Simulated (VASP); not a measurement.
MgAl2Cl2: relaxation of cell and atoms with PBE

MgAl2Cl2:

```
Al Cl Mg
1.0
     4.02078    0.00000    0.00000
    -2.01039    3.48210    0.00000
     0.00000    0.00000    6.92594
Al Cl Mg
2 2 1
Cartesian
  0.0000 2.3214 2.6132
  2.0104 1.1607 4.3128
  0.0000 2.3214 5.0878
  2.0104 1.1607 1.8381
  0.0000 0.0000 0.0000
```

```json
{
 "Program": "VASP 6.6.1",
 "Task": "relaxation of cell and atoms",
 "Functional": "PBE",
 "Potentials or basis": "VASP PAW PBE potentials, release 64 (Al, Cl, Mg)",
 "Cutoff": "600 eV",
 "k mesh": "5 × 5 × 3",
 "Occupations": "tetrahedron",
 "Spin": "no spin polarisation",
 "Dipole correction": "no",
 "Further INCAR settings": "ALGO = Normal; EDIFF = 1e-07; IBRION = 2; EDIFFG = -0.01; NSW = 60; ISIF = 3"
}
```

```
Relaxed volume                         : 25.29 Å³/atom
Relaxed cell                           : a = 3.525 Å, b = 3.525 Å, c = 11.765 Å, α = 90.13°, β = 89.87°, γ = 120.09°
Space group after relaxing (to 0.05 Å) : P-3m1 (No. 164)
Energy gained by relaxing              : 1349.4 meV/atom
Ionic steps                            : 24
Pressure after relaxing                : 0.0 GPa
Band gap on the k mesh                 : zero (band 11 reaches 4.12 eV, above the bottom of band 12 at 3.51 eV)
```

The path:
| step | energy change (eV) | largest force (eV/Å) | pressure (GPa) | volume (Å³) |
| --- | --- | --- | --- | --- |
| 1 | 0.0000 | 3.4029 | 18.83 | 96.97 |
| 2 | -2.9088 | 1.6106 | 1.99 | 132.59 |
| 3 | -3.1336 | 0.9312 | -1.01 | 149.34 |
| 4 | -3.1349 | 0.8911 | -1.17 | 150.54 |
| 5 | -3.3472 | 0.9145 | -1.58 | 147.56 |
| 6 | -4.0027 | 0.7926 | -2.31 | 138.29 |
| 7 | -5.3557 | 1.4457 | -1.63 | 118.67 |
| 8 | 3.7998 | 11.8772 | 80.12 | 77.83 |
| 9 | -6.0028 | 1.0670 | -0.26 | 114.27 |
| 10 | -5.8342 | 1.4925 | 12.97 | 99.25 |
| 11 | -6.3004 | 0.2771 | 3.42 | 108.02 |
| 12 | -6.2995 | 0.0644 | 4.91 | 106.22 |
| 13 | -6.4505 | 0.3756 | 4.61 | 109.39 |
| 14 | -6.5465 | 0.7767 | 4.80 | 114.20 |
| 15 | -6.7390 | 0.1262 | 0.40 | 124.23 |
| 16 | -6.7419 | 0.1110 | -0.17 | 125.88 |
| 17 | -6.7419 | 0.0969 | -0.09 | 125.64 |
| 18 | -6.7435 | 0.0814 | -0.06 | 125.62 |
| 19 | -6.7461 | 0.0327 | 0.03 | 125.57 |
| 20 | -6.7463 | 0.0384 | 0.06 | 125.55 |
| 21 | -6.7466 | 0.0331 | 0.03 | 125.80 |
| 22 | -6.7471 | 0.0228 | -0.06 | 126.56 |
| 23 | -6.7471 | 0.0167 | 0.09 | 126.39 |
| 24 | -6.7472 | 0.0015 | 0.02 | 126.47 |

Final structure:
```yaml
crystal:
  lattice:
    - [3.52470, -0.00283, 0.00799]
    - [-1.76480, 3.05107, -0.00799]
    - [0.00064, -0.00037, 11.76549]
  atoms:
    - { symbol: Al, position: [0.33381, 0.66619, 0.42393] }
    - { symbol: Al, position: [0.66619, 0.33381, 0.57607] }
    - { symbol: Cl, position: [0.33385, 0.66615, 0.87936] }
    - { symbol: Cl, position: [0.66615, 0.33385, 0.12064] }
    - { symbol: Mg, position: [0.00000, 0.00000, 0.00000] }
```

Levels at points of the mesh, in eV from the Fermi level:
| k point | band 8 | band 9 | band 10 | band 11 | band 12 | band 13 | band 14 | band 15 |
| --- | --- | --- | --- | --- | --- | --- | --- | --- |
| (0.00, 0.00, 0.00) | -4.31 | -4.30 | -3.73 | -0.37 | 2.62 | 3.15 | 4.89 | 4.91 |

Wall time 8.1 min on 1 thread of Intel(R) Xeon(R) 6975P-C (Granite Rapids), on a shared host, peak memory 0.27 GiB.

Caveat: the k points lie up to 0.41 Å⁻¹ apart in the final cell; the volume moved by over 15 % at a fixed basis, so the end points are rough.
